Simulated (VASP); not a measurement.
# In2As2H in VASP: a series of runs, part 2 of 2

VASP 6.6.1.

**3. Single point, PBE+D3(BJ)**

The input, INCAR:

```
SYSTEM = In2As2H
ALGO = Normal
DIPOL = 0.5 0.5 0.338
EDIFF = 1E-6
ENCUT = 520
GGA = PE
IDIPOL = 3
ISIF = 2
ISMEAR = 0
IVDW = 12
LASPH = .True.
LCHARG = .False.
LDIPOL = .True.
LREAL = .False.
LWAVE = .False.
NBANDS = 26
NELM = 80
PREC = Accurate
SIGMA = 0.1
```

The input, KPOINTS:

```
k-points
0
Gamma
  6 6 1
  0 0 0
```

The input, POSCAR:

```
In2As2H
1.0
    4.3220706691      0.0000000000      0.0000000000
   -2.1610353346      3.7430229964      0.0000000000
    0.0000000000      0.0000000000     21.7386927198
As In H
2 2 1
Direct
    0.0000000000      0.0000000000      0.1840037049
    0.3333333333      0.6666666667      0.3557112058
    0.3333333333      0.6666666667      0.2245875152
    0.6666666667      0.3333333333      0.3881876812
    1.1111111111      0.5555555556      0.5399907378
```

Potentials or basis: VASP PAW PBE potentials, release 64 (As, In_d, H).

On the command line:

```bash
> cat potpaw_PBE.64/As/POTCAR potpaw_PBE.64/In_d/POTCAR potpaw_PBE.64/H/POTCAR > POTCAR
> mpirun -np 1 vasp_std > vasp.out
```

Run time: 1.9 min. Hardware: 1 thread of Intel Xeon 6975P-C (Granite Rapids), shared host; peak memory 0.45 GiB.

The run converged. Its results:

- Free energy: -15.4767 eV
- Largest force: 0.438 eV/Å
- Band gap on the k mesh: zero (an odd number of electrons rules out a gap without spin polarisation)
- Dispersion energy per atom: -0.173 eV

Forces on the atoms (eV/Å):
```
As  -0.014 -0.008  0.098
As   0.024  0.014 -0.187
In   0.009  0.005  0.006
In   0.068  0.040  0.431
H   -0.088 -0.051 -0.348
```

Levels at points of the mesh, in eV from the Fermi level:
| k point | band 15 | band 16 | band 17 | band 18 | band 19 | band 20 | band 21 | band 22 | band 23 | band 24 |
| --- | --- | --- | --- | --- | --- | --- | --- | --- | --- | --- |
| (0.00, 0.00, 0.00) | -0.99 | -0.99 | -0.35 | 0.24 | 0.24 | 0.39 | 1.28 | 3.05 | 4.12 | 4.12 |
| (0.50, 0.00, 0.00) | -2.21 | -2.05 | -0.91 | -0.62 | 0.01 | 1.03 | 1.89 | 2.56 | 3.54 | 5.94 |
| (0.00, 0.50, 0.00) | -2.21 | -2.05 | -0.91 | -0.66 | 0.07 | 1.09 | 1.85 | 2.52 | 3.60 | 5.84 |

Caveat: spin-orbit coupling is left out, which moves the levels of the heavy elements.

**4. Single point, PBE+D3(BJ)**

The input, INCAR:

```
SYSTEM = In2As2H
PREC     = Accurate       ! precision mode
ENCUT    = 520            ! plane-wave cutoff, eV
EDIFF    = 1E-6           ! SCF threshold, eV
ISMEAR   = 0              ! smearing method
SIGMA    = 0.1            ! smearing width, eV
LREAL    = .FALSE.        ! projectors in reciprocal space
LASPH    = .TRUE.         ! aspherical terms in the spheres
NELM     = 100            ! most SCF steps
ALGO     = Normal         ! electronic algorithm
ISIF     = 2              ! what is computed and relaxed
LWAVE    = .FALSE.        ! write WAVECAR
LCHARG   = .TRUE.         ! write CHGCAR
LDIPOL   = .TRUE.       
IDIPOL   = 3            
DIPOL    = 0.5 0.5 0.338
GGA      = PE             ! functional
IVDW     = 12             ! dispersion correction
LELF     = .TRUE.         ! ELF
LVHAR    = .TRUE.       
LVACPOTAV= .TRUE.       
NBANDS   = 26             ! bands
```

The input, KPOINTS:

```
Automatic mesh
0
G
  6 6 1
  0 0 0
```

Edit POSCAR of step 3 so:

```diff
@@ -12,2 +12,2 @@
     0.6666666667      0.3333333333      0.3881876812
-    1.1111111111      0.5555555556      0.5399907378
+    1.1111111111      1.2222222222      0.5399907378
```

On the command line:

```bash
> cat potpaw_PBE.64/As/POTCAR potpaw_PBE.64/In_d/POTCAR potpaw_PBE.64/H/POTCAR > POTCAR
> mpirun -np 1 vasp_std > vasp.out
```

It took 1.9 min on 1 thread of Intel Xeon 6975P-C (Granite Rapids), shared host; peak memory 0.47 GiB.

The run converged. Its results:

```yaml
Free_energy: -15.4517 eV
Largest_force: 0.371 eV/Å
Band_gap_on_the_k_mesh: zero (an odd number of electrons rules out a gap without spin polarisation)
Dispersion_energy_per_atom: -0.173 eV
```

Forces on the atoms (eV/Å):
```
As   0.000 -0.006  0.048
As   0.000  0.018 -0.184
In   0.000  0.005  0.054
In   0.000 -0.036  0.369
H    0.000  0.018 -0.287
```

Levels at points of the mesh, in eV from the Fermi level:
| k point | band 14 | band 15 | band 16 | band 17 | band 18 | band 19 | band 20 | band 21 | band 22 | band 23 |
| --- | --- | --- | --- | --- | --- | --- | --- | --- | --- | --- |
| (0.00, 0.00, 0.00) | -1.79 | -0.94 | -0.94 | -0.33 | 0.27 | 0.27 | 0.44 | 1.32 | 3.07 | 4.16 |
| (0.50, 0.00, 0.00) | -4.91 | -2.16 | -2.00 | -0.88 | -0.57 | 0.04 | 1.05 | 1.93 | 2.58 | 3.58 |
| (0.00, 0.50, 0.00) | -4.91 | -2.16 | -2.00 | -0.88 | -0.61 | 0.01 | 1.14 | 1.98 | 2.56 | 3.62 |

Caveat: spin-orbit coupling is left out, which moves the levels of the heavy elements.

**5. Single point, PBE+D3(BJ)**

The input, INCAR:

```
SYSTEM = In2As2H
PREC     = Accurate       ! precision mode
ENCUT    = 520            ! plane-wave cutoff, eV
EDIFF    = 1E-7           ! SCF threshold, eV
ISMEAR   = 0              ! smearing method
SIGMA    = 0.1            ! smearing width, eV
LREAL    = .False.        ! projectors in reciprocal space
LASPH    = .True.         ! aspherical terms in the spheres
NELM     = 60             ! most SCF steps
ALGO     = Normal         ! electronic algorithm
ISIF     = 2              ! what is computed and relaxed
LWAVE    = .False.        ! write WAVECAR
LCHARG   = .False.        ! write CHGCAR
LDIPOL   = .True.       
IDIPOL   = 3            
DIPOL    = 0.5 0.5 0.338
GGA      = PE             ! functional
IVDW     = 12             ! dispersion correction
NBANDS   = 26             ! bands
```

The input, KPOINTS:

```
regular mesh
0
Gamma
  6 6 1
  0 0 0
```

Edit POSCAR of step 4 so:

```diff
@@ -12,2 +12,2 @@
     0.6666666667      0.3333333333      0.3881876812
-    1.1111111111      1.2222222222      0.5399907378
+    1.5555555556      0.7777777778      0.5399907378
```

On the command line:

```bash
> cat potpaw_PBE.64/As/POTCAR potpaw_PBE.64/In_d/POTCAR potpaw_PBE.64/H/POTCAR > POTCAR
> mpirun -np 1 vasp_std > vasp.out
```

Wall time 2.1 min (1 thread of Intel Xeon 6975P-C (Granite Rapids), shared host); peak memory 0.45 GiB.

Results (log left out):

| Property | Result |
| --- | --- |
| Free energy | -15.4512 eV |
| Largest force | 0.363 eV/Å |
| Band gap on the k mesh | zero (an odd number of electrons rules out a gap without spin polarisation) |
| Dispersion energy per atom | -0.173 eV |

Forces on the atoms (eV/Å):
```
As   0.007  0.004  0.093
As  -0.018 -0.010 -0.165
In  -0.007 -0.004 -0.003
In   0.001  0.001  0.363
H    0.016  0.009 -0.289
```

Levels at points of the mesh, in eV from the Fermi level:
```csv
k point,band 16,band 17,band 18,band 19,band 20,band 21
"(0.00, 0.00, 0.00)",-1.01,-0.37,0.25,0.25,0.38,1.29
"(0.50, 0.00, 0.00)",-2.07,-0.91,-0.66,0.03,1.08,1.86
"(0.00, 0.50, 0.00)",-2.07,-0.91,-0.62,0.05,0.99,1.83
```

Caveat: spin-orbit coupling is left out, which moves the levels of the heavy elements.

**6. Single point, PBE+D3(BJ)**

The input, INCAR:

```
ALGO = Normal ; DIPOL = 0.5 0.5 0.338
EDIFF = 1E-6 ; ENCUT = 520
GGA = PE ; IDIPOL = 3
ISIF = 2 ; ISMEAR = 0
IVDW = 12 ; LASPH = True
LCHARG = False ; LDIPOL = True
LREAL = False ; LWAVE = False
NBANDS = 26 ; NELM = 60
PREC = Accurate ; SIGMA = 0.1
```

The input, KPOINTS:

```
k-points
0
Gamma
  6 6 1
```

Edit POSCAR of step 5 so:

```diff
@@ -12,2 +12,2 @@
     0.6666666667      0.3333333333      0.3881876812
-    1.5555555556      0.7777777778      0.5399907378
+    0.7777777778      0.5555555556      0.5399907378
```

Potentials or basis: VASP PAW PBE potentials, release 64 (As, In_d, H).

On the command line:

```bash
> cat potpaw_PBE.64/As/POTCAR potpaw_PBE.64/In_d/POTCAR potpaw_PBE.64/H/POTCAR > POTCAR
> mpirun -np 1 vasp_std > vasp.out
```

Run time: 1.7 min. Hardware: 1 thread of Intel Xeon 6975P-C (Granite Rapids), shared host; peak memory 0.45 GiB.

The run converged. Its results:

```
Free energy                : -15.5837 eV
Largest force              : 0.713 eV/Å
Band gap on the k mesh     : zero (an odd number of electrons rules out a gap without spin polarisation)
Dispersion energy per atom : -0.173 eV
```

Forces in eV/Å, atoms in the order of the input:
```
As   0.000 -0.016  0.061
As   0.000  0.008 -0.298
In   0.000  0.007  0.103
In   0.000  0.129  0.702
H    0.000 -0.127 -0.569
```

Levels at points of the mesh, in eV from the Fermi level:
```csv
k point,band 16,band 17,band 18,band 19,band 20,band 21
"(0.00, 0.00, 0.00)",-0.82,-0.24,0.25,0.25,0.52,1.31
"(0.50, 0.00, 0.00)",-1.92,-0.89,-0.61,0.03,1.33,2.10
"(0.00, 0.50, 0.00)",-1.93,-0.89,-0.62,0.10,1.33,2.01
```

Caveat: spin-orbit coupling is left out, which moves the levels of the heavy elements.

**7. Single point, PBE+D3(BJ)**

The input, INCAR:

```
SYSTEM = In2As2H
PREC = Accurate ; ENCUT = 520
EDIFF = 1E-6 ; ISMEAR = 0
SIGMA = 0.1 ; LREAL = .False.
LASPH = .True. ; NELM = 60
ALGO = Normal ; ISIF = 2
LWAVE = .False. ; LCHARG = .False.
LDIPOL = .True. ; IDIPOL = 3
DIPOL = 0.5 0.5 0.338 ; GGA = PE
IVDW = 12 ; NBANDS = 26
```

The input, KPOINTS:

```
Automatic mesh
0
Gamma
  6 6 1
  0 0 0
```

Edit POSCAR of step 6 so:

```diff
@@ -12,2 +12,2 @@
     0.6666666667      0.3333333333      0.3881876812
-    0.7777777778      0.5555555556      0.5399907378
+    0.8888888889      0.4444444444      0.5399907378
```

On the command line:

```bash
> cat potpaw_PBE.64/As/POTCAR potpaw_PBE.64/In_d/POTCAR potpaw_PBE.64/H/POTCAR > POTCAR
> mpirun -np 1 vasp_std > vasp.out
```

It took 2.2 min on 1 thread of Intel Xeon 6975P-C (Granite Rapids), shared host; peak memory 0.44 GiB.

It converged, with:

- Free energy: -15.5838 eV
- Largest force: 0.712 eV/Å
- Band gap on the k mesh: zero (an odd number of electrons rules out a gap without spin polarisation)
- Dispersion energy per atom: -0.173 eV

Forces on the atoms (eV/Å):
```
As  -0.016 -0.009  0.070
As   0.017  0.010 -0.293
In   0.008  0.005  0.093
In   0.102  0.059  0.702
H   -0.110 -0.064 -0.572
```

Levels at points of the mesh, in eV from the Fermi level:
| k point | band 14 | band 15 | band 16 | band 17 | band 18 | band 19 | band 20 | band 21 | band 22 | band 23 |
| --- | --- | --- | --- | --- | --- | --- | --- | --- | --- | --- |
| (0.00, 0.00, 0.00) | -1.76 | -0.84 | -0.83 | -0.24 | 0.25 | 0.25 | 0.51 | 1.30 | 3.23 | 4.28 |
| (0.50, 0.00, 0.00) | -4.91 | -2.05 | -1.93 | -0.90 | -0.60 | 0.01 | 1.29 | 2.09 | 2.62 | 3.63 |
| (0.00, 0.50, 0.00) | -4.91 | -2.05 | -1.94 | -0.90 | -0.64 | 0.07 | 1.34 | 2.02 | 2.57 | 3.68 |

Caveat: spin-orbit coupling is left out, which moves the levels of the heavy elements.

**8. Summary**

```tsv
cell	gap on the mesh (eV)	largest force (eV/Å)
as given, atomic positions A	none	0.45
as given, atomic positions B	none	0.44
as given, atomic positions C	none	0.37
as given, atomic positions D	none	0.36
as given, atomic positions E	none	0.71
as given, atomic positions F	none	0.71
```

Alike in all rows: task single point; level PBE+D3(BJ); potentials or basis VASP PAW PBE potentials, release 64 (As, In_d, H); no spin polarisation; k mesh 6 × 6 × 1; cutoff (eV) 520; smearing gaussian 0.1 eV.

Caveats: spin-orbit coupling is left out, which moves the levels of the heavy elements.

Absolute energies hang on the potentials; compare differences alone.
